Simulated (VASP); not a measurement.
# Zn16N (a cell with a defect) in VASP: single point with PBE

Aim: the single point of Zn16N (a cell with a defect) with PBE.

All numbers are computed with VASP 6.6.1; they aren't measurements. Logs are shortened: lines on timing, memory, paths and dates and some standing lists are left out, and cuts for length are marked.

## (1) The cell of the first run

The cell holds a defect, 17 atoms: a = 6.805 Å, b = 6.805 Å, c = 6.805 Å, α = 109.47°, β = 109.47°, γ = 109.47°.

## (2) Single point, PBE

Contents of INCAR:

```
SYSTEM = Zn16N
PREC = Accurate
ENCUT = 520
EDIFF = 1E-6
ISMEAR = 0
SIGMA = 0.1
LREAL = Auto
LASPH = .TRUE.
NELM = 60
ALGO = Normal
ISIF = 2
LWAVE = .FALSE.
LCHARG = .FALSE.
GGA = PE
NBANDS = 112
```

Contents of KPOINTS:

```
Automatic mesh
0
Gamma
  4 4 4
  0.5 0.5 0.5
```

Contents of POSCAR:

```
Zn16N
1.0
    3.9288069991      3.9288069991      3.9288069991
   -3.9288069991      3.9288069991     -3.9288069991
   -3.9288069991     -3.9288069991      3.9288069991
Zn N
16 1
Direct
   -0.0605220618     -0.0414819308     -0.0414846034
   -0.0002519849      0.7398435456      0.2510595456
    0.2499993001      0.7545220472      0.0100423615
    0.0155403409      0.5156626427      0.5156542433
    0.2499998092      0.5120951476      0.2452752197
    0.5002514759      0.5013178302     -0.0099156054
   -0.0002519849      0.2510651453      0.7398336189
    0.2499989183      0.2452763651      0.5120796212
    0.5605223164      0.2690432491      0.2690361222
    0.7424532436      0.2481369027     -0.0096356222
    0.2499996819      0.0100544516      0.7545261197
    0.5002500760     -0.0099044061      0.5013098125
    0.7424523528     -0.0096290044      0.2481286305
    0.4844592774      0.7501232564      0.7501133297
    0.7575470113      0.7556848684      0.4979122162
    0.7575466295      0.4979164160      0.7556749417
    0.2499998092      0.2187422289      0.2187282298
```

Potentials or basis: VASP PAW PBE potentials, release 64 (Zn, N).

Run with:

```sh
> cat potpaw_PBE.64/Zn/POTCAR potpaw_PBE.64/N/POTCAR > POTCAR
> mpirun -np 1 vasp_std > vasp.out
```

OUTCAR:

```text
SYSTEM = Zn16N
   PREC = Accurate
   ENCUT = 520
   EDIFF = 1E-6
   ISMEAR = 0
   LREAL = Auto
   LASPH = .TRUE.
   NELM = 60
   ISIF = 2
   GGA = PE

 ion  position               nearest neighbor table
   1  0.939  0.959  0.959-  17 1.91  14 2.53  16 2.58  15 2.58  13 2.72  10 2.72   2 2.86   7 2.86
                            11 2.88   3 2.88
   2  1.000  0.740  0.251-   5 2.66   4 2.72  15 2.72   3 2.73  10 2.73  16 2.75   6 2.78  12 2.78
                            11 2.80   8 2.81  13 2.82   1 2.86
   3  0.250  0.755  0.010-   5 2.65  12 2.73   2 2.73  16 2.74  13 2.74   4 2.75  14 2.75   6 2.80
                             7 2.80  11 2.84   1 2.88   9 2.88
   4  0.016  0.516  0.516-   9 2.53  14 2.61   2 2.72   7 2.72   3 2.75  11 2.75  16 2.77  15 2.77
                             5 2.81   8 2.81  10 2.92  13 2.92
   5  0.250  0.512  0.245-  17 1.94   3 2.65   2 2.66  12 2.66  14 2.81   4 2.81   7 2.81   6 2.81
                            10 2.82  15 2.82   8 2.96
   6  0.500  0.501  0.990-   8 2.66  14 2.72  13 2.72  11 2.73  16 2.73  10 2.75   2 2.78   7 2.78
                             3 2.80   5 2.81  15 2.82   9 2.86
   7  1.000  0.251  0.740-   8 2.66   4 2.72  16 2.72  11 2.73  13 2.73  15 2.75  12 2.78   6 2.78
                             3 2.80   5 2.81  10 2.82   1 2.86
   8  0.250  0.245  0.512-  17 1.94  11 2.65   6 2.66   7 2.66   4 2.81  14 2.81  12 2.81   2 2.81
                            13 2.82  16 2.82   5 2.96
   9  0.561  0.269  0.269-  17 1.91   4 2.53  13 2.58  10 2.58  16 2.72  15 2.72  12 2.86   6 2.86
                            11 2.88   3 2.88
  10  0.742  0.248  0.990-   9 2.58  16 2.69  12 2.72   1 2.72   2 2.73  11 2.74   6 2.75  14 2.77
                             5 2.82   7 2.82  13 2.86   4 2.92
  11  0.250  0.010  0.755-   8 2.65   7 2.73   6 2.73  15 2.74  10 2.74  14 2.75   4 2.75   2 2.80
                            12 2.80   3 2.84   9 2.88   1 2.88
  12  0.500  0.990  0.501-   5 2.66  14 2.72  10 2.72   3 2.73  15 2.73  13 2.75   7 2.78   2 2.78
                            11 2.80   8 2.81  16 2.82   9 2.86
  13  0.742  0.990  0.248-   9 2.58  15 2.69   6 2.72   1 2.72   7 2.73   3 2.74  12 2.75  14 2.77
                             8 2.82   2 2.82  10 2.86   4 2.92
  14  0.484  0.750  0.750-   1 2.53   4 2.61  12 2.72   6 2.72   3 2.75  11 2.75  10 2.77  13 2.77
                             5 2.81   8 2.81  15 2.92  16 2.92
  15  0.758  0.756  0.498-   1 2.58  13 2.69   2 2.72   9 2.72  12 2.73  11 2.74   7 2.75   4 2.77
                             5 2.82   6 2.82  16 2.86  14 2.92
  16  0.758  0.498  0.756-   1 2.58  10 2.69   7 2.72   9 2.72   6 2.73   3 2.74   2 2.75   4 2.77
                             8 2.82  12 2.82  15 2.86  14 2.92
  17  0.250  0.219  0.219-   1 1.91   9 1.91   5 1.94   8 1.94

  LATTYP: Found a body centered cubic cell.
 ALAT       =     7.8576139982

  Lattice vectors:

 A1 = (   3.9288069991,   3.9288069991,   3.9288069991)
 A2 = (  -3.9288069991,   3.9288069991,  -3.9288069991)
 A3 = (  -3.9288069991,  -3.9288069991,   3.9288069991)

Analysis of symmetry for initial positions (statically):
=====================================================================
 Subroutine PRICEL returns:
 Original cell was already a primitive cell.

 Routine SETGRP: Setting up the symmetry group for a
 body centered cubic supercell.

 Subroutine GETGRP returns: Found  2 space group operations
 (whereof  1 operations were pure point group operations)
 out of a pool of 48 trial point group operations.

The static configuration has the point symmetry C_1 .
 The point group associated with its full space group is C_1h.

Analysis of symmetry for dynamics (positions and initial velocities):
=====================================================================
 Subroutine PRICEL returns:
 Original cell was already a primitive cell.

 Routine SETGRP: Setting up the symmetry group for a
 body centered cubic supercell.

 Subroutine GETGRP returns: Found  2 space group operations
 (whereof  1 operations were pure point group operations)
 out of a pool of 48 trial point group operations.

The dynamic configuration has the point symmetry C_1 .
 The point group associated with its full space group is C_1h.

 Subroutine INISYM returns: Found  2 space group operations
 (whereof  1 operations are pure point group operations),
 and found     1 'primitive' translations

----------------------------------------------------------------------------------------

                                     Primitive cell

  volume of cell :     242.5728

  direct lattice vectors                    reciprocal lattice vectors
     3.928806999  3.928806999  3.928806999     0.000000000  0.127265096  0.127265096
    -3.928806999  3.928806999 -3.928806999    -0.127265096  0.127265096  0.000000000
[... 57 lines left out ...]
    -0.031816274  0.000000000  0.031816274     0.000000000  0.000000000  0.250000000

  Length of vectors
     0.044995006  0.044995006  0.044995006

  Shift w.r.t. Gamma in fractional coordinates (k-lattice)
     0.500000000  0.500000000  0.500000000

 Subroutine IBZKPT returns following result:
 ===========================================

 Found     20 irreducible k-points:

 Following reciprocal coordinates:
            Coordinates               Weight
  0.125000  0.125000  0.125000      4.000000
  0.125000  0.125000 -0.375000      2.000000
 -0.125000  0.375000 -0.125000      2.000000
  0.375000  0.125000  0.125000      2.000000
  0.125000  0.375000  0.125000      4.000000
  0.125000  0.125000  0.375000      4.000000
[... 12 lines left out ...]
 -0.375000  0.375000  0.375000      2.000000
  0.375000 -0.375000  0.375000      4.000000
   k-points           NKPTS =     20   k-points in BZ     NKDIM =     20   number of bands    NBANDS=    112
   number of dos      NEDOS =    301   number of ions     NIONS =     17
   total plane-waves  NPLWV = 157464
   dimension x,y,z NGX =    54 NGY =   54 NGZ =   54
   dimension x,y,z NGXF=   108 NGYF=  108 NGZF=  108
   ions per type =              16   1
   NGX,Y,Z   is equivalent  to a cutoff of  13.19, 13.19, 13.19 a.u.
   NGXF,Y,Z  is equivalent  to a cutoff of  26.38, 26.38, 26.38 a.u.
 SYSTEM =  Zn16N
   PREC   = accura    normal or accurate (medium, high low for compatibility)
   ISTART =      0    job   : 0-new  1-cont  2-samecut
   ICHARG =      2    charge: 1-file 2-atom 10-const
   ISPIN  =      1    spin polarized calculation?
   LNONCOLLINEAR =      F non collinear calculations
   LSORBIT =      F    spin-orbit coupling
   LASPH  =      T    aspherical Exc in radial PAW
   ENCUT  =  520.0 eV  38.22 Ry    6.18 a.u.  12.65 12.65 12.65*2*pi/ulx,y,z
   NELM   =     60;   NELMIN=  2; NELMDL= -5     # of ELM steps
   EDIFF  = 0.1E-05   stopping-criterion for ELM
   LREAL  =      T    real-space projection
   EDIFFG = 0.1E-04   stopping-criterion for IOM
   NSW    =      0    number of steps for IOM
   IBRION =     -1    ionic relax: 0-MD 1-quasi-New 2-CG
   NFREE  =      0    steps in history (QN), initial steepest desc. (CG)
   ISIF   =      2    stress and relaxation
   ISYM   =      2    0-nonsym 1-usesym 2-fastsym
   POTIM  = 0.5000    time-step for ionic-motion
   TEBEG  =    0.0;   TEEND  =   0.0 temperature during run
   PSTRESS=    0.0 pullay stress
   NELECT =     197.0000    total number of electrons
   NUPDOWN=      -1.0000    fix difference up-down
   EMIN   =  10.00;   EMAX   =-10.00  energy-range for DOS
   EFERMI =   0.00;   METHOD = LEGACY
   ISMEAR =     0;   SIGMA  =   0.10  broadening in eV -4-tet -1-fermi 0-gaus
   EFERMI_NEDOS =   21; number of points for ismear=-14 and -15
   IALGO  =     38    algorithm
   IMIX   =      4    mixing-type and parameters
     AMIX     =   0.40;   BMIX     =  1.00
     AMIX_MAG =   1.60;   BMIX_MAG =  1.00
  volume/ion in A,a.u.               =      14.27        96.29
  Fermi-wavevector in a.u.,A,eV,Ry     =   1.527389  2.886346 31.741249  2.332916
  Thomas-Fermi vector in A             =   2.635292
   LORBIT       =      0    0 simple, 1 ext, 2 COOP (PROOUT), +10 PAW based schemes
   GGA     = PE    functional components
   LHFCALC =     F    Hartree Fock is set to
   AEXX    =    0.0000 exact exchange contribution
   IVDW    =     0    specifies the selected vdW correction
   LEPSILON=     F    determine dielectric tensor
   LRPA    =     F    only Hartree local field effects (RPA)
 non-spin polarized calculation
 Gauss-broadening in eV      SIGMA  =   0.10
  energy-cutoff  :      520.00
  volume of cell :      242.57
 maximum number of plane-waves:      6564
 NGX is ok and might be reduce to    54
   NGX = 25   NGY = 25   NGZ = 25

 number of electron     197.0000001 magnetization

 Free energy of the ion-electron system (eV)
  ---------------------------------------------------
  ext. energy  EPLUGINS =         0.00000000
  ---------------------------------------------------
  free energy    TOTEN  =       -23.89837181 eV

  energy without entropy =      -23.87534460  energy(sigma->0) =      -23.88685820

 E-fermi :   3.2505     XC(G=0): -11.7256

 val. band max:        3.1854825421   @ k =  -0.3750   0.3750   0.3750
 cond. band min:       3.2833354725   @ k =  -0.3750   0.1250   0.3750
 fundamental gap:      0.0978529304
 Fermi energy:         3.2505068069

 k-point     1 :       0.1250    0.1250    0.1250
  band No.  band energies     occupation
      1     -11.6239      2.00000
      2      -6.5086      2.00000
      3      -5.1465      2.00000
      4      -5.0991      2.00000
      5      -5.0494      2.00000
      6      -5.0103      2.00000
[... 2249 lines left out ...]
    109       6.2868      0.00000
    110       6.6866      0.00000
 [bands above 110 left out]

------------------------ aborting loop because EDIFF is reached ----------------------------------------

  FORCE on cell =-STRESS in cart. coord.  units (eV):
  Direction    XX          YY          ZZ          XY          YZ          ZX
  --------------------------------------------------------------------------------------
  -------------------------------------------------------------------------------------
  Total        7.2652702      7.6131738      7.6131738     -0.0001272      0.3751981      0.0001271
  in kB       47.9866329     50.2845136     50.2845136     -0.0008400      2.4781585      0.0008392
  external PRESSURE =      49.5185534 kB  Pullay stress =       0.0000000 kB

 VOLUME and BASIS-vectors are now :
 -----------------------------------------------------------------------------
  energy-cutoff  :      520.00
  volume of cell :      242.57
      direct lattice vectors                 reciprocal lattice vectors
     3.928806999  3.928806999  3.928806999     0.000000000  0.127265096  0.127265096
    -3.928806999  3.928806999 -3.928806999    -0.127265096  0.127265096  0.000000000
    -3.928806999 -3.928806999  3.928806999    -0.127265096  0.000000000  0.127265096

 POSITION                                       TOTAL-FORCE (eV/Angst)
 -----------------------------------------------------------------------------------
     -3.84063      3.69104      3.69102         0.075469      0.067265      0.067260
      0.03475      5.84815      2.00748         0.025676      0.001399     -0.021607
     -2.02163      3.90712     -1.94272         0.084682     -0.005368      0.005368
     -3.99079      0.06109      0.06102        -0.003340     -0.035794     -0.035823
     -1.99336      2.03049     -0.06608        -0.124472      0.087760     -0.087760
     -3.89404      0.04512      3.88566         0.025692     -0.001417      0.021591
[... 9 lines left out ...]
     -1.94886      1.96357      3.98894         0.032214      0.018188     -0.000278
     -0.73654      0.98226      0.98215        -0.296318     -0.000017      0.000017
 -----------------------------------------------------------------------------------
    total drift:                               -0.000916      0.001299      0.001233

  FREE ENERGIE OF THE ION-ELECTRON SYSTEM (eV)
  ---------------------------------------------------
  free  energy   TOTEN  =       -23.8983718083 eV

  energy  without entropy=      -23.8753445962  energy(sigma->0) =      -23.88685820
```

Wall time 16 min (1 thread of Intel Xeon 6975P-C (Granite Rapids), shared host); peak memory 0.58 GiB.

What came out:

```yaml
Free_energy: -23.8984 eV
Pressure: 5.0 GPa
Largest_force: 0.296 eV/Å
Band_gap_on_the_k_mesh: zero (an odd number of electrons rules out a gap without spin polarisation)
```

Forces in eV/Å, atoms in the order of the input:
```
Zn   0.075  0.067  0.067
Zn   0.026  0.001 -0.022
Zn   0.085 -0.005  0.005
Zn  -0.003 -0.036 -0.036
Zn  -0.124  0.088 -0.088
Zn   0.026 -0.001  0.022
Zn   0.026 -0.022  0.001
Zn  -0.125 -0.088  0.088
Zn   0.075 -0.067 -0.067
Zn   0.032 -0.018  0.000
Zn   0.085  0.005 -0.005
Zn   0.026  0.022 -0.001
Zn   0.032  0.000 -0.018
Zn  -0.003  0.036  0.036
Zn   0.032  0.000  0.018
Zn   0.032  0.018  0.000
N   -0.296  0.000  0.000
```
